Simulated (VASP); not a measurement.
Here is a VASP 6.6.1 calculation.

File INCAR:

```
SYSTEM = P3OsW
PREC = Accurate ; ENCUT = 520
EDIFF = 1E-6 ; ISMEAR = 0
SIGMA = 0.1 ; LREAL = .FALSE.
LASPH = .TRUE. ; NELM = 80
ALGO = Normal ; ISIF = 2
LWAVE = .FALSE. ; LCHARG = .FALSE.
GGA = PE ; NBANDS = 26
```

File KPOINTS:

```
regular mesh
0
G
  4 4 4
  0 0 0
```

File POSCAR:

```
P3OsW
1.0
    3.6456274775      0.0000000000      0.0000000000
    0.0000000000      3.6456274775      0.0000000000
    0.0000000000      0.0000000000      6.2831167015
P Os W
3 1 1
Direct
    0.5000000000      0.5000000000      0.9820676083
    0.0000000000      0.5000000000      0.3821901280
    0.5000000000      0.0000000000      0.3821901280
    0.5000000000      0.5000000000      0.5994297008
    0.0000000000      0.0000000000      0.1141224349
```

Potentials or basis: VASP PAW PBE potentials, release 64 (P, Os, W_sv).

Run with:

```console
$ cat potpaw_PBE.64/P/POTCAR potpaw_PBE.64/Os/POTCAR potpaw_PBE.64/W_sv/POTCAR > POTCAR
$ mpirun -np 1 vasp_std > vasp.out
```

(1) What does it give for the largest force?

(2) Estimate the band gap on the k mesh.

(3) Predict the pressure.

## Answers

(1) 0.100 eV/Å.

(2) zero (an odd number of electrons rules out a gap without spin polarisation).

(3) 0.4 GPa.

Caveat: the k points lie up to 0.43 Å⁻¹ apart, too coarse for converged energies and pressures of a metal; spin-orbit coupling is left out, which moves the levels of the heavy elements; an odd number of electrons without spin polarisation forces a metal; a magnetic or distorted state may lie lower.
